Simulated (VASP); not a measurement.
# Si (a cell with a defect) in VASP: single point with PBEsol

Aim: the single point of Si (a cell with a defect) with PBEsol.

Everything below comes from runs of VASP 6.6.1. Logs are shortened: lines on timing, memory, paths and dates and some standing lists are left out, and cuts for length are marked.

### 1 The cell of the first run

The cell holds a defect, 62 atoms: a = 10.866 Å, b = 10.866 Å, c = 10.866 Å, α = 90.00°, β = 90.00°, γ = 90.00°.

### 2 Single point, PBEsol

The input, INCAR:

```
SYSTEM = Si
  PREC = Accurate
  ENCUT = 520
  EDIFF = 1E-6
  ISMEAR = -1
  SIGMA = 0.05
  LREAL = Auto
  LASPH = .TRUE.
  NELM = 80
  ALGO = Normal
  ISIF = 2
  LWAVE = .FALSE.
  LCHARG = .FALSE.
  GGA = PS
  NELECT = 250.0
  ISYM = 0
  NBANDS = 161
```

The input, KPOINTS:

```
Automatic mesh
0
Gamma
  1 1 1
  0.25 0.25 0.25
```

The input, POSCAR:

```
Si
1.0
   10.8655790000      0.0000000000      0.0000000000
    0.0000000000     10.8655790000      0.0000000000
    0.0000000000      0.0000000000     10.8655790000
Si
62
Direct
    0.9997880000      0.9997390000      0.9996840000
    0.9984040000      0.9984380000      0.5013660000
    0.9985630000      0.5015290000      0.9981360000
    0.9992130000      0.4996770000      0.4996510000
    0.5015660000      0.9981140000      0.9981110000
    0.4997190000      0.9992150000      0.4996070000
    0.4996780000      0.4995450000      0.9993420000
    0.1250590000      0.1250910000      0.1249070000
    0.1267320000      0.1265230000      0.6232890000
    0.1268550000      0.6231970000      0.1265130000
    0.1253820000      0.6252070000      0.6250370000
    0.6234810000      0.1261980000      0.1264370000
    0.6251130000      0.1255840000      0.6249470000
    0.6250960000      0.6250660000      0.1254660000
    0.2512420000      0.2512090000      0.0005550000
    0.2558400000      0.2556910000      0.5043130000
    0.2514480000      0.7491510000      0.9985050000
    0.2551390000      0.7454650000      0.4985570000
    0.7493810000      0.2510520000      0.9986490000
    0.7454130000      0.2553110000      0.4985060000
    0.7488770000      0.7489550000      0.9970050000
    0.7334440000      0.7333750000      0.5136070000
    0.3759220000      0.3758250000      0.1278960000
    0.3917100000      0.3918600000      0.6106850000
    0.3756840000      0.8734400000      0.1262350000
    0.3795700000      0.8693950000      0.6261310000
    0.8737400000      0.3756380000      0.1259790000
    0.8693700000      0.3795330000      0.6261140000
    0.8737150000      0.8736050000      0.1241280000
    0.8692190000      0.8693490000      0.6203000000
    0.2512380000      0.0007240000      0.2510370000
    0.2513540000      0.9984590000      0.7492860000
    0.2557730000      0.5042450000      0.2559010000
    0.2553380000      0.4987420000      0.7451080000
    0.7493270000      0.9984310000      0.2513380000
    0.7489300000      0.9971300000      0.7487550000
    0.7455850000      0.4986680000      0.2550420000
    0.7332820000      0.5135030000      0.7339230000
    0.3760230000      0.1277980000      0.3757840000
    0.3756450000      0.1262260000      0.8734950000
    0.3914760000      0.6108420000      0.3920650000
    0.3796890000      0.6260550000      0.8693490000
    0.8735810000      0.1262660000      0.3755250000
    0.8737580000      0.1241530000      0.8735140000
    0.8696230000      0.6262010000      0.3792950000
    0.8692280000      0.6205380000      0.8692550000
    0.0006650000      0.2511980000      0.2510390000
    0.9986740000      0.2513230000      0.7490980000
    0.9988050000      0.7491730000      0.2510980000
    0.9969000000      0.7489850000      0.7488350000
    0.5045550000      0.2554300000      0.2554180000
    0.4986210000      0.2553700000      0.7451260000
    0.4985800000      0.7450930000      0.2554320000
    0.5141080000      0.7330070000      0.7329320000
    0.1277340000      0.3757800000      0.3759380000
    0.1264270000      0.3756230000      0.8733060000
    0.1262330000      0.8736900000      0.3754290000
    0.1241770000      0.8735130000      0.8736440000
    0.6113480000      0.3913200000      0.3910580000
    0.6261010000      0.3791130000      0.8697370000
    0.6261780000      0.8693760000      0.3793990000
    0.6205140000      0.8690530000      0.8688840000
```

Potentials or basis: VASP PAW PBE potentials, release 64 (Si).

The run is started by

```console
> cat potpaw_PBE.64/Si/POTCAR > POTCAR
> mpirun -np 1 vasp_std > vasp.out
```

OUTCAR:

```text
SYSTEM = Si
   PREC = Accurate
   ENCUT = 520
   EDIFF = 1E-6
   ISMEAR = -1
   LREAL = Auto
   LASPH = .TRUE.
   NELM = 80
   ISIF = 2
   GGA = PS
   NELECT = 250.0
   ISYM = 0

 ion  position               nearest neighbor table
   1  1.000  1.000  1.000-   8 2.36  44 2.36  29 2.36  58 2.36
   2  0.998  0.998  0.501-  30 2.37   9 2.37  43 2.37  57 2.37
   3  0.999  0.502  0.998-  46 2.37  10 2.37  27 2.37  56 2.38
   4  0.999  0.500  0.500-  55 2.36  28 2.36  45 2.36  11 2.37
   5  0.502  0.998  0.998-  62 2.37  12 2.37  40 2.38  25 2.38
   6  0.500  0.999  0.500-  39 2.36  26 2.36  61 2.36  13 2.37
[... 13 lines left out ...]
  20  0.745  0.255  0.499-  28 2.36  13 2.36  59 2.38  43 2.39
  21  0.749  0.749  0.997-  14 2.36  29 2.36  46 2.36  62 2.36
  22  0.733  0.733  0.514-  61 2.38  45 2.38  30 2.39
[... 23 lines left out ...]
  46  0.869  0.621  0.869-  21 2.36  50 2.36   3 2.37  38 2.39
  47  0.001  0.251  0.251-  27 2.36  43 2.36  55 2.36   8 2.36
  48  0.999  0.251  0.749-  56 2.36  44 2.36   9 2.38  28 2.39
  49  0.999  0.749  0.251-  57 2.36  29 2.36  10 2.38  45 2.39
  50  0.997  0.749  0.749-  11 2.36  58 2.36  46 2.36  30 2.36
  51  0.505  0.255  0.255-  39 2.36  23 2.36  12 2.37  59 2.39
  52  0.499  0.255  0.745-  60 2.36  13 2.36  24 2.38  40 2.39
  53  0.499  0.745  0.255-  61 2.36  14 2.36  41 2.38  25 2.39
  54  0.514  0.733  0.733-  26 2.38  42 2.38  62 2.39
  55  0.128  0.376  0.376-   4 2.36  47 2.36  33 2.36  16 2.36
  56  0.126  0.376  0.873-  48 2.36  15 2.36   3 2.38  34 2.39
  57  0.126  0.874  0.375-  49 2.36  31 2.36   2 2.37  18 2.39
  58  0.124  0.874  0.874-  32 2.36  17 2.36  50 2.36   1 2.36
  59  0.611  0.391  0.391-  20 2.38  37 2.38  51 2.39
  60  0.626  0.379  0.870-  52 2.36   7 2.36  38 2.38  19 2.39
  61  0.626  0.869  0.379-  53 2.36   6 2.36  22 2.38  35 2.39
  62  0.621  0.869  0.869-  21 2.36  36 2.36   5 2.37  54 2.39

IMPORTANT INFORMATION: All symmetrisations will be switched off!
NOSYMM: (Re-)initialisation of all symmetry stuff for point group C_1.

----------------------------------------------------------------------------------------

                                     Primitive cell

  volume of cell :    1282.7990

  direct lattice vectors                    reciprocal lattice vectors
    10.865579000  0.000000000  0.000000000     0.092033752  0.000000000  0.000000000
     0.000000000 10.865579000  0.000000000     0.000000000  0.092033752  0.000000000
     0.000000000  0.000000000 10.865579000     0.000000000  0.000000000  0.092033752

  length of vectors
    10.865579000 10.865579000 10.865579000     0.092033752  0.092033752  0.092033752

  position of ions in fractional coordinates (direct lattice)
     0.999788000  0.999739000  0.999684000
     0.998404000  0.998438000  0.501366000
     0.998563000  0.501529000  0.998136000
     0.999213000  0.499677000  0.499651000
     0.501566000  0.998114000  0.998111000
     0.499719000  0.999215000  0.499607000
[... 54 lines left out ...]
     0.626178000  0.869376000  0.379399000
     0.620514000  0.869053000  0.868884000

  ion indices of the primitive-cell ions
   primitive index   ion index
                 1           1
                 2           2
                 3           3
                 4           4
                 5           5
                 6           6
[... 54 lines left out ...]
                61          61
                62          62

----------------------------------------------------------------------------------------

 KPOINTS: Automatic mesh

Automatic generation of k-mesh.
 Grid dimensions read from file:
 generate k-points for:    1    1    1

 Generating k-lattice:

  Cartesian coordinates                     Fractional coordinates (reciprocal lattice)
     0.092033752  0.000000000  0.000000000     1.000000000  0.000000000  0.000000000
     0.000000000  0.092033752  0.000000000     0.000000000  1.000000000  0.000000000
     0.000000000  0.000000000  0.092033752     0.000000000  0.000000000  1.000000000

  Length of vectors
     0.092033752  0.092033752  0.092033752

  Shift w.r.t. Gamma in fractional coordinates (k-lattice)
     0.250000000  0.250000000  0.250000000

 Subroutine IBZKPT returns following result:
 ===========================================

 Found      4 irreducible k-points:

 Following reciprocal coordinates:
            Coordinates               Weight
  0.250000  0.250000  0.250000      2.000000
 -0.250000  0.250000  0.250000      2.000000
 -0.250000 -0.250000  0.250000      2.000000
  0.250000 -0.250000  0.250000      2.000000
   k-points           NKPTS =      4   k-points in BZ     NKDIM =      4   number of bands    NBANDS=    161
   number of dos      NEDOS =    301   number of ions     NIONS =     62
   total plane-waves  NPLWV = 592704
   dimension x,y,z NGX =    84 NGY =   84 NGZ =   84
   dimension x,y,z NGXF=   168 NGYF=  168 NGZF=  168
   ions per type =              62
   NGX,Y,Z   is equivalent  to a cutoff of  12.85, 12.85, 12.85 a.u.
   NGXF,Y,Z  is equivalent  to a cutoff of  25.70, 25.70, 25.70 a.u.
 SYSTEM =  Si
   PREC   = accura    normal or accurate (medium, high low for compatibility)
   ISTART =      0    job   : 0-new  1-cont  2-samecut
   ICHARG =      2    charge: 1-file 2-atom 10-const
   ISPIN  =      1    spin polarized calculation?
   LNONCOLLINEAR =      F non collinear calculations
   LSORBIT =      F    spin-orbit coupling
   LASPH  =      T    aspherical Exc in radial PAW
   ENCUT  =  520.0 eV  38.22 Ry    6.18 a.u.  20.20 20.20 20.20*2*pi/ulx,y,z
   NELM   =     80;   NELMIN=  2; NELMDL= -5     # of ELM steps
   EDIFF  = 0.1E-05   stopping-criterion for ELM
   LREAL  =      T    real-space projection
   EDIFFG = 0.1E-04   stopping-criterion for IOM
   NSW    =      0    number of steps for IOM
   IBRION =     -1    ionic relax: 0-MD 1-quasi-New 2-CG
   NFREE  =      0    steps in history (QN), initial steepest desc. (CG)
   ISIF   =      2    stress and relaxation
   ISYM   =      0    0-nonsym 1-usesym 2-fastsym
   POTIM  = 0.5000    time-step for ionic-motion
   TEBEG  =    0.0;   TEEND  =   0.0 temperature during run
   PSTRESS=    0.0 pullay stress
   NELECT =     250.0000    total number of electrons
   NUPDOWN=      -1.0000    fix difference up-down
   EMIN   =  10.00;   EMAX   =-10.00  energy-range for DOS
   EFERMI =   0.00;   METHOD = LEGACY
   ISMEAR =    -1;   SIGMA  =   0.05  broadening in eV -4-tet -1-fermi 0-gaus
   EFERMI_NEDOS =   21; number of points for ismear=-14 and -15
   IALGO  =     38    algorithm
   IMIX   =      4    mixing-type and parameters
     AMIX     =   0.40;   BMIX     =  1.00
     AMIX_MAG =   1.60;   BMIX_MAG =  1.00
  volume/ion in A,a.u.               =      20.69       139.63
  Fermi-wavevector in a.u.,A,eV,Ry     =   0.949151  1.793635 12.257319  0.900888
  Thomas-Fermi vector in A             =   2.077407
   LORBIT       =      0    0 simple, 1 ext, 2 COOP (PROOUT), +10 PAW based schemes
   GGA     = PS    functional components
   LHFCALC =     F    Hartree Fock is set to
   AEXX    =    0.0000 exact exchange contribution
   IVDW    =     0    specifies the selected vdW correction
   LEPSILON=     F    determine dielectric tensor
   LRPA    =     F    only Hartree local field effects (RPA)
 non-spin polarized calculation
  energy-cutoff  :      520.00
  volume of cell :     1282.80
 maximum number of plane-waves:     34484
 NGX is ok and might be reduce to    84
   NGX = 41   NGY = 41   NGZ = 41

 number of electron     249.9999987 magnetization

 Free energy of the ion-electron system (eV)
  ---------------------------------------------------
  ext. energy  EPLUGINS =         0.00000000
  ---------------------------------------------------
  free energy    TOTEN  =      -339.71977417 eV

  energy without entropy =     -339.64843113  energy(sigma->0) =     -339.68410265

 E-fermi :   5.5961     XC(G=0):  -9.4737

 val. band max:        5.5285409876   @ k =   0.2500  -0.2500   0.2500
 cond. band min:       5.8194650208   @ k =   0.2500   0.2500   0.2500
 fundamental gap:      0.2909240331
 Fermi energy:         5.5960626243

 k-point     1 :       0.2500    0.2500    0.2500
  band No.  band energies     occupation
      1      -6.1990      2.00000
      2      -5.6806      2.00000
      3      -5.6804      2.00000
      4      -5.6147      2.00000
      5      -5.1722      2.00000
      6      -5.1720      2.00000
[... 129 lines left out ...]
    136       7.2793      0.00000
    137       7.2800      0.00000

 k-point     2 :      -0.2500    0.2500    0.2500
  band No.  band energies     occupation
      1      -6.2003      2.00000
      2      -5.6801      2.00000
      3      -5.6792      2.00000
      4      -5.6081      2.00000
      5      -5.1737      2.00000
      6      -5.1654      2.00000
[... 129 lines left out ...]
    136       7.2884      0.00000
    137       7.3404      0.00000

 k-point     3 :      -0.2500   -0.2500    0.2500
  band No.  band energies     occupation
      1      -6.2003      2.00000
      2      -5.6803      2.00000
      3      -5.6791      2.00000
      4      -5.6081      2.00000
      5      -5.1738      2.00000
      6      -5.1654      2.00000
[... 129 lines left out ...]
    136       7.2885      0.00000
    137       7.3404      0.00000

 k-point     4 :       0.2500   -0.2500    0.2500
  band No.  band energies     occupation
      1      -6.2003      2.00000
      2      -5.6803      2.00000
      3      -5.6792      2.00000
      4      -5.6080      2.00000
      5      -5.1738      2.00000
      6      -5.1654      2.00000
[... 129 lines left out ...]
    136       7.2885      0.00000
    137       7.3403      0.00000
 [bands above 137 left out]

------------------------ aborting loop because EDIFF is reached ----------------------------------------

  FORCE on cell =-STRESS in cart. coord.  units (eV):
  Direction    XX          YY          ZZ          XY          YZ          ZX
  --------------------------------------------------------------------------------------
  -------------------------------------------------------------------------------------
  Total        2.7782972      2.7685761      2.7818102      1.9846502      2.0036131      1.9843193
  in kB        3.4700095      3.4578681      3.4743971      2.4787683      2.5024524      2.4783551
  external PRESSURE =       3.4674249 kB  Pullay stress =       0.0000000 kB

 VOLUME and BASIS-vectors are now :
 -----------------------------------------------------------------------------
  energy-cutoff  :      520.00
  volume of cell :     1282.80
      direct lattice vectors                 reciprocal lattice vectors
    10.865579000  0.000000000  0.000000000     0.092033752  0.000000000  0.000000000
     0.000000000 10.865579000  0.000000000     0.000000000  0.092033752  0.000000000
     0.000000000  0.000000000 10.865579000     0.000000000  0.000000000  0.092033752

 POSITION                                       TOTAL-FORCE (eV/Angst)
 -----------------------------------------------------------------------------------
     10.86328     10.86274     10.86215        -0.005013     -0.009147     -0.007500
     10.84824     10.84861      5.44763         0.083251      0.078668     -0.125396
     10.84997      5.44940     10.84533         0.079914     -0.128938      0.080524
     10.85703      5.42928      5.42900        -0.023636      0.052624      0.051071
      5.44980     10.84509     10.84505        -0.128353      0.079799      0.081751
      5.42974     10.85705      5.42852         0.052303     -0.025309      0.050850
[... 54 lines left out ...]
      6.80379      9.44627      4.12239        -0.008771      0.022880     -0.043316
      6.74224      9.44276      9.44093         0.075467     -0.100787     -0.101718
 -----------------------------------------------------------------------------------
    total drift:                               -0.037323     -0.034268     -0.030905

  FREE ENERGIE OF THE ION-ELECTRON SYSTEM (eV)
  ---------------------------------------------------
  free  energy   TOTEN  =      -339.7197741715 eV

  energy  without entropy=     -339.6484311281  energy(sigma->0) =     -339.68410265
```

It took 36 min on 1 thread of Intel Xeon 8259CL, shared host; peak memory 1.3 GiB.

Results:

- Free energy: -339.7198 eV
- Largest force: 0.300 eV/Å

Forces on the atoms (eV/Å):
```
Si  -0.005 -0.009 -0.007
Si   0.083  0.079 -0.125
Si   0.080 -0.129  0.081
Si  -0.024  0.053  0.051
Si  -0.128  0.080  0.082
Si   0.052 -0.025  0.051
Si   0.051  0.053 -0.029
Si   0.008  0.003  0.007
Si  -0.079 -0.079  0.131
Si  -0.082  0.130 -0.079
Si   0.024 -0.053 -0.051
Si   0.128 -0.076 -0.081
Si  -0.052  0.018 -0.051
Si  -0.052 -0.050  0.021
Si  -0.017 -0.016 -0.002
Si   0.102  0.104 -0.076
Si   0.036 -0.050 -0.008
Si  -0.014  0.043  0.013
Si  -0.051  0.034 -0.006
Si   0.038 -0.020  0.008
Si   0.025  0.026  0.039
Si   0.130  0.133  0.236
Si  -0.026 -0.025 -0.042
Si  -0.136 -0.133 -0.226
Si   0.049 -0.032  0.007
Si  -0.048  0.018 -0.008
Si  -0.034  0.048  0.008
Si   0.023 -0.043  0.001
Si   0.016  0.013  0.003
Si  -0.103 -0.107  0.072
Si  -0.014 -0.006 -0.018
Si   0.033 -0.002 -0.053
Si   0.102 -0.073  0.102
Si  -0.013  0.008  0.042
Si  -0.050 -0.003  0.030
Si   0.024  0.035  0.029
Si   0.038  0.006 -0.017
Si   0.134  0.233  0.113
Si  -0.027 -0.041 -0.021
Si   0.052  0.006 -0.037
Si  -0.127 -0.228 -0.144
Si  -0.047 -0.003  0.018
Si  -0.031  0.006  0.045
Si   0.014  0.005  0.012
Si   0.019 -0.008 -0.040
Si  -0.101  0.070 -0.100
Si  -0.004 -0.019 -0.013
Si  -0.005  0.031 -0.051
Si  -0.006 -0.046  0.033
Si   0.041  0.025  0.024
Si  -0.076  0.105  0.104
Si   0.002 -0.018  0.043
Si   0.003  0.038 -0.015
Si   0.231  0.131  0.137
Si  -0.036 -0.021 -0.023
Si   0.002  0.050 -0.029
Si   0.008 -0.037  0.049
Si   0.006  0.016  0.013
Si  -0.228 -0.128 -0.126
Si  -0.008 -0.040  0.019
Si  -0.009  0.023 -0.043
Si   0.075 -0.101 -0.102
```

Caveat: the cell carries a net charge on a neutralising background, which shifts energy and pressure; the cell is charged against a uniform background, so pressure and absolute levels hang on convention; the PAW data sets were made with another functional, which shifts forces and pressure a little.
